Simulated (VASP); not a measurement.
A run of VASP 6.6.1 is set up as follows.

File INCAR:

```
ALGO = Normal
EDIFF = 1E-6
ENCUT = 520
GGA = PE
ISIF = 2
ISMEAR = 0
LASPH = T
LCHARG = F
LREAL = F
LWAVE = F
NBANDS = 38
NELM = 100
PREC = Accurate
SIGMA = 0.1
```

The input KPOINTS:

```
k-points
0
Gamma
  12 12 4
```

File POSCAR:

```
Sn2H
1.0
    3.3625145948      0.0000000000      0.0000000000
   -1.6812572974      2.9120230597      0.0000000000
    0.0000000000      0.0000000000     12.1277606434
Sn H
4 2
Direct
    0.3333333333      0.6666666667      0.8813129385
    0.6666666667      0.3333333333      0.1186870615
    0.6666666667      0.3333333333      0.3813129385
    0.3333333333      0.6666666667      0.6186870615
    0.3333333333      0.6666666667      0.2500000000
    0.6666666667      0.3333333333      0.7500000000
```

Potentials or basis: VASP PAW PBE potentials, release 64 (Sn_d, H).

Launch:

```console
$ cat potpaw_PBE.64/Sn_d/POTCAR potpaw_PBE.64/H/POTCAR > POTCAR
$ mpirun -np 1 vasp_std > vasp.out
```

(1) Estimate the band gap on the k mesh.

(2) Predict the pressure.

Answers

(1) zero (bands 29 and 30 overlap by 7.07 eV).

(2) -0.1 GPa.

Caveat: spin-orbit coupling is left out, which moves the levels of the heavy elements.
